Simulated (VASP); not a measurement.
# Al in VASP: single point with PBE

Aim: the single point of Al with PBE.

Program: VASP 6.6.1. These are calculated values, not measurements. Logs are shortened: lines on timing, memory, paths and dates and some standing lists are left out, and cuts for length are marked.

### 1 The cell of the first run

The cell holds a slab with vacuum, 12 atoms: a = 4.811 Å, b = 4.811 Å, c = 32.522 Å, α = 90.00°, β = 90.00°, γ = 120.00°.

### 2 Single point, PBE

Input file INCAR:

```
ALGO = Normal ; DIPOL = 0.5 0.5 0.703
EDIFF = 1E-6 ; ENCUT = 400
GGA = PE ; GGA_COMPAT = F
IDIPOL = 3 ; ISIF = 2
ISMEAR = 1 ; LASPH = T
LCHARG = F ; LDIPOL = T
LREAL = F ; LWAVE = F
NBANDS = 30 ; NELM = 120
NELMDL = -8 ; PREC = Accurate
SIGMA = 0.1
```

Input file KPOINTS:

```
k-points
0
Gamma
  9 9 1
```

Input file POSCAR:

```
Al
1.0
    4.8111002956      0.0000000000      0.0000000000
   -2.4055501478      4.1665350762      0.0000000000
    0.0000000000      0.0000000000     32.5222320583
Al
12
Direct
    0.3333333333      0.6666666667      0.5842460904
    0.6666666667      0.3333333333      0.5920979945
    0.0000000000      0.0000000000      0.5992838504
    0.6597945352      0.6619587044      0.6672199524
    0.0021641693      0.3402054648      0.6672199524
    0.3380412956     -0.0021641693      0.6672199524
   -0.0001073066      0.6666545254      0.7405428126
    0.3333454746      0.3332381680      0.7405428126
    0.6667618320      0.0001073066      0.7405428126
    0.3333333333      0.6666666667      0.8141637525
    0.6666666667      0.3333333333      0.8137328680
    0.0000000000      0.0000000000      0.8138451670
```

Potentials or basis: VASP PAW PBE potentials, release 64 (Al).

Command:

```bash
cat potpaw_PBE.64/Al/POTCAR > POTCAR
mpirun -np 1 vasp_std > vasp.out
```

OUTCAR:

```text
EDIFF = 1E-6
   ENCUT = 400
   GGA = PE
   ISIF = 2
   ISMEAR = 1
   LASPH = T
   LREAL = F
   NELM = 120
   NELMDL = -8
   PREC = Accurate

 ion  position               nearest neighbor table
   1  0.333  0.667  0.584-   2 2.79   2 2.79   2 2.79   3 2.82   3 2.82   3 2.82   6 3.13   5 3.13
                             4 3.13
   2  0.667  0.333  0.592-   3 2.79   3 2.79   3 2.79   1 2.79   1 2.79   1 2.79   5 2.92   4 2.92
                             6 2.92
   3  0.000  0.000  0.599-   5 2.75   4 2.75   6 2.75   2 2.79   2 2.79   2 2.79   1 2.82   1 2.82
                             1 2.82
   4  0.660  0.662  0.667-   5 2.74   6 2.74   3 2.75   5 2.77   6 2.77   6 2.83   5 2.83   8 2.86
                             9 2.88   7 2.89   2 2.92   1 3.13
   5  0.002  0.340  0.667-   4 2.74   6 2.74   3 2.75   4 2.77   6 2.77   6 2.83   4 2.83   7 2.86
                             8 2.88   9 2.89   2 2.92   1 3.13
   6  0.338  0.998  0.667-   4 2.74   5 2.74   3 2.75   5 2.77   4 2.77   4 2.83   5 2.83   9 2.86
                             7 2.88   8 2.89   2 2.92   1 3.13
   7  1.000  0.667  0.741-   8 2.78   9 2.78   9 2.78   8 2.78   8 2.78   9 2.78   5 2.86  11 2.87
                            12 2.87   6 2.88  10 2.88   4 2.89
   8  0.333  0.333  0.741-   9 2.78   7 2.78   9 2.78   7 2.78   7 2.78   9 2.78   4 2.86  11 2.87
                            12 2.87   5 2.88  10 2.88   6 2.89
   9  0.667  0.000  0.741-   8 2.78   7 2.78   8 2.78   7 2.78   7 2.78   8 2.78   6 2.86  11 2.87
                            12 2.87   4 2.88  10 2.88   5 2.89
  10  0.333  0.667  0.814-  12 2.78  12 2.78  12 2.78  11 2.78  11 2.78  11 2.78   7 2.88   9 2.88
                             8 2.88
  11  0.667  0.333  0.814-  12 2.78  12 2.78  12 2.78  10 2.78  10 2.78  10 2.78   9 2.87   7 2.87
                             8 2.87
  12  0.000  0.000  0.814-  11 2.78  11 2.78  11 2.78  10 2.78  10 2.78  10 2.78   9 2.87   8 2.87
                             7 2.87

  LATTYP: Found a hexagonal cell.
 ALAT       =     4.8111002956
 C/A-ratio  =     6.7598324832

  Lattice vectors:

 A1 = (   4.8111002956,   0.0000000000,   0.0000000000)
 A2 = (  -2.4055501478,   4.1665350762,   0.0000000000)
 A3 = (   0.0000000000,   0.0000000000,  32.5222320583)

Analysis of symmetry for initial positions (statically):
=====================================================================
 Subroutine PRICEL returns:
 Original cell was already a primitive cell.

 Routine SETGRP: Setting up the symmetry group for a
 hexagonal supercell.

 Subroutine GETGRP returns: Found  3 space group operations
 (whereof  3 operations were pure point group operations)
 out of a pool of 24 trial point group operations.

The static configuration has the point symmetry C_3 .

Analysis of symmetry for dynamics (positions and initial velocities):
=====================================================================
 Subroutine PRICEL returns:
 Original cell was already a primitive cell.

 Routine SETGRP: Setting up the symmetry group for a
 hexagonal supercell.

 Subroutine GETGRP returns: Found  3 space group operations
 (whereof  3 operations were pure point group operations)
 out of a pool of 24 trial point group operations.

The dynamic configuration has the point symmetry C_3 .

 Subroutine INISYM returns: Found  3 space group operations
 (whereof  3 operations are pure point group operations),
 and found     1 'primitive' translations

----------------------------------------------------------------------------------------

                                     Primitive cell

  volume of cell :     651.9282

  direct lattice vectors                    reciprocal lattice vectors
     4.811100296  0.000000000  0.000000000     0.207852661  0.120003790  0.000000000
    -2.405550148  4.166535076  0.000000000     0.000000000  0.240007580  0.000000000
     0.000000000  0.000000000 32.522232058     0.000000000  0.000000000  0.030748197

  length of vectors
     4.811100296  4.811100296 32.522232058     0.240007580  0.240007580  0.030748197

  position of ions in fractional coordinates (direct lattice)
     0.333333333  0.666666667  0.584246090
     0.666666667  0.333333333  0.592097995
     0.000000000  0.000000000  0.599283850
     0.659794535  0.661958704  0.667219952
     0.002164169  0.340205465  0.667219952
     0.338041296  0.997835831  0.667219952
     0.999892693  0.666654525  0.740542813
     0.333345475  0.333238168  0.740542813
[... 50 lines left out ...]
  0.222222  0.000000  0.000000      6.000000
  0.333333  0.000000  0.000000      6.000000
  0.444444  0.000000  0.000000      6.000000
  0.111111  0.111111  0.000000      6.000000
  0.222222  0.111111  0.000000      6.000000
 -0.222222  0.333333  0.000000      6.000000
  0.333333  0.111111  0.000000      6.000000
 -0.333333  0.444444  0.000000      6.000000
  0.444444  0.111111  0.000000      6.000000
  0.222222  0.222222  0.000000      6.000000
  0.333333  0.222222  0.000000      6.000000
 -0.333333 -0.444444  0.000000      6.000000
  0.333333  0.333333  0.000000      2.000000
   k-points           NKPTS =     15   k-points in BZ     NKDIM =     15   number of bands    NBANDS=     30
   number of dos      NEDOS =    301   number of ions     NIONS =     12
   total plane-waves  NPLWV = 221184
   dimension x,y,z NGX =    32 NGY =   32 NGZ =  216
   dimension x,y,z NGXF=    64 NGYF=   64 NGZF=  432
   ions per type =              12
   NGX,Y,Z   is equivalent  to a cutoff of  11.06, 11.06, 11.04 a.u.
   NGXF,Y,Z  is equivalent  to a cutoff of  22.11, 22.11, 22.08 a.u.
 SYSTEM =  unknown system
   PREC   = accura    normal or accurate (medium, high low for compatibility)
   ISTART =      0    job   : 0-new  1-cont  2-samecut
   ICHARG =      2    charge: 1-file 2-atom 10-const
   ISPIN  =      1    spin polarized calculation?
   LNONCOLLINEAR =      F non collinear calculations
   LSORBIT =      F    spin-orbit coupling
   LASPH  =      T    aspherical Exc in radial PAW
   ENCUT  =  400.0 eV  29.40 Ry    5.42 a.u.   7.85  7.85 53.04*2*pi/ulx,y,z
   NELM   =    120;   NELMIN=  2; NELMDL= -8     # of ELM steps
   EDIFF  = 0.1E-05   stopping-criterion for ELM
   LREAL  =      F    real-space projection
   EDIFFG = 0.1E-04   stopping-criterion for IOM
   NSW    =      0    number of steps for IOM
   IBRION =     -1    ionic relax: 0-MD 1-quasi-New 2-CG
   NFREE  =      0    steps in history (QN), initial steepest desc. (CG)
   ISIF   =      2    stress and relaxation
   ISYM   =      2    0-nonsym 1-usesym 2-fastsym
   POTIM  = 0.5000    time-step for ionic-motion
   TEBEG  =    0.0;   TEEND  =   0.0 temperature during run
   PSTRESS=    0.0 pullay stress
   NELECT =      36.0000    total number of electrons
   NUPDOWN=      -1.0000    fix difference up-down
   EMIN   =  10.00;   EMAX   =-10.00  energy-range for DOS
   EFERMI =   0.00;   METHOD = LEGACY
   ISMEAR =     1;   SIGMA  =   0.10  broadening in eV -4-tet -1-fermi 0-gaus
   EFERMI_NEDOS =   21; number of points for ismear=-14 and -15
   IALGO  =     38    algorithm
   IMIX   =      4    mixing-type and parameters
     AMIX     =   0.40;   BMIX     =  1.00
     AMIX_MAG =   1.60;   BMIX_MAG =  1.00
  volume/ion in A,a.u.               =      54.33       366.62
  Fermi-wavevector in a.u.,A,eV,Ry     =   0.623413  1.178079  5.287817  0.388644
  Thomas-Fermi vector in A             =   1.683611
   LORBIT       =      0    0 simple, 1 ext, 2 COOP (PROOUT), +10 PAW based schemes
   GGA     = PE    functional components
   LHFCALC =     F    Hartree Fock is set to
   AEXX    =    0.0000 exact exchange contribution
   IVDW    =     0    specifies the selected vdW correction
   LEPSILON=     F    determine dielectric tensor
   LRPA    =     F    only Hartree local field effects (RPA)
 non-spin polarized calculation
 Methfessel and Paxton  Order N= 1 SIGMA  =   0.10
  energy-cutoff  :      400.00
  volume of cell :      651.93
 maximum number of plane-waves:     11891
   NGX = 15   NGY = 15   NGZ =107

 dipolmoment           0.000000      0.000000      0.077409 electrons x Angstroem

 number of electron      36.0000000 magnetization

 dipolmoment           0.000000      0.000000     -0.002166 electrons x Angstroem

 Free energy of the ion-electron system (eV)
  ---------------------------------------------------
  ext. energy  EPLUGINS =         0.00000000
  ---------------------------------------------------
  free energy    TOTEN  =       -42.61074722 eV

  energy without entropy =      -42.61341702  energy(sigma->0) =      -42.61163715

 E-fermi :  -0.3859     XC(G=0):  -3.6322

 val. band max:       -0.3993362107   @ k =   0.1111   0.1111   0.0000
 cond. band min:      -0.3523901546   @ k =   0.3333   0.3333   0.0000
 fundamental gap:      0.0469460561
 Fermi energy:        -0.3858978429

 k-point     1 :       0.0000    0.0000    0.0000
  band No.  band energies     occupation
      1     -11.3720      2.00000
      2     -10.3222      2.00000
      3      -8.7969      2.00000
      4      -6.7638      2.00000
      5      -4.2123      2.00000
      6      -3.2726      2.00000
[... 484 lines left out ...]
     29       3.8026      0.00000
     30       3.8146      0.00000

------------------------ aborting loop because EDIFF is reached ----------------------------------------

 vacuum level on the upper side and lower side of the slab       (xc-potential included)        -0.036        -0.016

  FORCE on cell =-STRESS in cart. coord.  units (eV):
  Direction    XX          YY          ZZ          XY          YZ          ZX
  --------------------------------------------------------------------------------------
  -------------------------------------------------------------------------------------
  Total        1.8584148      1.8584148      0.5784630     -0.0000000      0.0000000      0.0000000
  in kB        4.5672358      4.5672358      1.4216293     -0.0000000      0.0000000      0.0000000
  external PRESSURE =       3.5187003 kB  Pullay stress =       0.0000000 kB

 VOLUME and BASIS-vectors are now :
 -----------------------------------------------------------------------------
  energy-cutoff  :      400.00
  volume of cell :      651.93
      direct lattice vectors                 reciprocal lattice vectors
     4.811100296  0.000000000  0.000000000     0.207852661  0.120003790  0.000000000
    -2.405550148  4.166535076  0.000000000     0.000000000  0.240007580  0.000000000
     0.000000000  0.000000000 32.522232058     0.000000000  0.000000000  0.030748197

 POSITION                                       TOTAL-FORCE (eV/Angst)
 -----------------------------------------------------------------------------------
     -0.00000      2.77769     19.00099         0.000000      0.000000      0.398521
      2.40555      1.38885     19.25635         0.000000      0.000000      0.080202
      0.00000      0.00000     19.49005         0.000000      0.000000     -0.497636
      1.58196      2.75807     21.69948         0.010613      0.002223     -0.053158
     -0.80797      1.41748     21.69948        -0.003381     -0.010303     -0.053158
     -0.77399      4.15752     21.69948        -0.007232      0.008079     -0.053158
      3.20691      2.77764     24.08411        -0.001326      0.009881      0.009329
      0.80214      1.38845     24.08411        -0.007894     -0.006089      0.009329
      3.20760      0.00045     24.08411         0.009220     -0.003792      0.009329
     -0.00000      2.77769     26.47842         0.000000      0.000000      0.062112
      2.40555      1.38885     26.46441         0.000000      0.000000      0.064111
      0.00000      0.00000     26.46806         0.000000      0.000000      0.024177
 -----------------------------------------------------------------------------------
    total drift:                                0.000000      0.000000     -0.000002

  FREE ENERGIE OF THE ION-ELECTRON SYSTEM (eV)
  ---------------------------------------------------
  free  energy   TOTEN  =       -42.6107472195 eV

  energy  without entropy=      -42.6134170163  energy(sigma->0) =      -42.61163715

 vacuum level on the upper side and lower side of the slab         3.640         3.660
```

Wall time 11 min (1 thread of AMD EPYC 7R43 (Zen 3), shared host); peak memory 0.47 GiB.

Results:

```
Free energy            : -42.6107 eV
Largest force          : 0.498 eV/Å
Band gap on the k mesh : zero (bands 18 and 19 overlap by 1.50 eV)
```

Forces on the atoms (eV/Å):
```
Al   0.000  0.000  0.399
Al   0.000  0.000  0.080
Al   0.000  0.000 -0.498
Al   0.011  0.002 -0.053
Al  -0.003 -0.010 -0.053
Al  -0.007  0.008 -0.053
Al  -0.001  0.010  0.009
Al  -0.008 -0.006  0.009
Al   0.009 -0.004  0.009
Al   0.000  0.000  0.062
Al   0.000  0.000  0.064
Al   0.000  0.000  0.024
```
